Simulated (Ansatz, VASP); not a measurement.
## Bi2Te3 in VASP and in Ansatz

```
Bi Te
1.0
     2.23601    1.29096   10.36505
    -2.23601    1.29096   10.36505
     0.00000   -2.58192   10.36505
Bi Te
2 3
Direct
  0.40000 0.40000 0.40000
  0.60000 0.60000 0.60000
  0.00000 0.00000 0.00000
  0.20950 0.20950 0.20950
  0.79050 0.79050 0.79050
```

Change from the starting cell: volume scaled by 1.06, crystal datasets.

Alike in both runs: task electric field gradients; functional PBE; k mesh 7 × 7 × 7; occupations fermi-dirac, width 0.08 eV; no spin polarisation.

|  | VASP | Ansatz |
| --- | --- | --- |
| version | VASP 6.6.1 | Ansatz 0.2.0 |
| potentials or method | VASP PAW PBE potentials, release 64 (Bi_d, Te), cutoff 520 eV | all-electron PAW with datasets made for the crystal, scalar-relativistic |

|  | VASP | Ansatz | Ansatz less VASP |
| --- | --- | --- | --- |
| pressure (GPa) | -1.0 | -0.9 | +0.03 |
| traceless stress, the component that is largest in VASP (GPa) | -0.24 | -0.24 | -0.002 |
| rms of the force components (eV/Å) | 0.147 | 0.151 | +0.0037 |
| size of Vzz on the site where it differs most (V/Å²) | 93.9 | 98.1 | +4.16 |

Atom by atom the forces differ by 0.004 eV/Å (rms over components). Ansatz ran all-electron here, and VASP with PAW potentials.

Neither program's run includes spin-orbit coupling.
